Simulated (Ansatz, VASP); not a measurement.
GaN in VASP and in Ansatz

```
Ga N
1.0
     0.00000    2.24907    2.24907
     2.24907    0.00000    2.24907
     2.24907    2.24907    0.00000
Ga N
1 1
Direct
  0.00000 0.00000 0.00000
  0.25000 0.25000 0.25000
```

Alike in both runs: functional PBEsol; k mesh 10 × 10 × 10; occupations gaussian, width 0.02 eV; no spin polarisation.

Ansatz relaxed the structure, and its values are those at the end. VASP's run is a single point on that final structure, the one shown.

```csv
,VASP,Ansatz
version,VASP 6.6.1,Ansatz 0.2.0
potentials or method,"VASP PAW PBE potentials, release 64 (Ga_d, N), cutoff 600 eV","scalar-relativistic, plane waves, PAW"
valence electrons in the cell,18,18
```

```csv
,VASP,Ansatz,Ansatz less VASP
gap on the k mesh at the Fermi level (eV),1.72,1.70,-0.019
least direct gap on the mesh (eV),1.72,1.70,-0.019
pressure (GPa),-0.4,0.0,+0.38
```

VASP's potentials were made for PBE, not for PBEsol. With one functional, cell and mesh, what is left measures potentials, basis and numerics.
